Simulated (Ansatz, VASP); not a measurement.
Two plane-wave programs on Be3Bi2

```
Be Bi
1.0
     3.98166    0.00000    0.00000
    -1.99083    3.44822    0.00000
     0.00000    0.00000    6.98030
Be Bi
3 2
Direct
  0.00000 0.00000 0.00000
  0.33333 0.66667 0.42463
  0.66667 0.33333 0.57537
  0.33333 0.66667 0.77960
  0.66667 0.33333 0.22040
```

Change from the starting cell: species swapped into the Mg3Sb2 type (P-3m1, No. 164).

Alike in both runs: functional PBE; k mesh 12 × 12 × 6; occupations gaussian, width 0.1 eV; no spin polarisation.

Ansatz relaxed the structure, and its values are those at the end. VASP's run is a single point on that final structure, the one shown.

|  | VASP | Ansatz |
| --- | --- | --- |
| version | VASP 6.6.1 | Ansatz 0.2.0 |
| potentials or method | VASP PAW PBE potentials, release 64 (Be, Bi_d), cutoff 520 eV | scalar-relativistic, plane waves, PAW |
| valence electrons in the cell | 36 | 36 |

|  | VASP | Ansatz | Ansatz less VASP |
| --- | --- | --- | --- |
| gap on the k mesh at the Fermi level (eV) | none | none | - |
| pressure (GPa) | 0.0 | 0.0 | +0.03 |

A gap of «none» marks a metal or a gap that the smearing closes. With one functional, cell and mesh, what is left measures potentials, basis and numerics.

Spin-orbit coupling is off throughout.
